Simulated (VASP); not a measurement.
Ru, 8 atoms in the cell. The structure is hexagonal, space group P6_3/mmc (No. 194). The conventional cell has a = 2.720 Å, b = 2.720 Å, c = 4.297 Å, α = 90.00°, β = 90.00°, γ = 120.00°. Within 3.5 Å of Ru (site symmetry -6m2) lie 12 Ru at 2.66 to 2.72 Å. 

- Program: VASP 6.6.1
- Task: single point
- Functional: PBE
- Potentials or basis: VASP PAW PBE potentials, release 64 (Ru_pv)
- Cutoff: 520 eV
- k mesh: 8 × 6 × 6
- Occupations: gaussian, width 0.1 eV
- Spin: no spin polarisation
- Dipole correction: no
- Further INCAR settings: ALGO = Fast; EDIFF = 1e-06; NBANDS = 66

Potentials or basis: VASP PAW PBE potentials, release 64 (Ru_pv).

Launch:

```bash
$ cat potpaw_PBE.64/Ru_pv/POTCAR > POTCAR
$ mpirun -np 1 vasp_std > vasp.out
```

Hardware: 1 thread of AMD EPYC 9R45 96-Core Processor (Zen 5), on a shared host.

Question: Estimate the wall time of this run.

Answer: Run time: 2.5 min on 1 thread of AMD EPYC 9R45 96-Core Processor (Zen 5) (shared host), peak memory 0.29 GiB. Counts: scf iterations 16, k points 35.
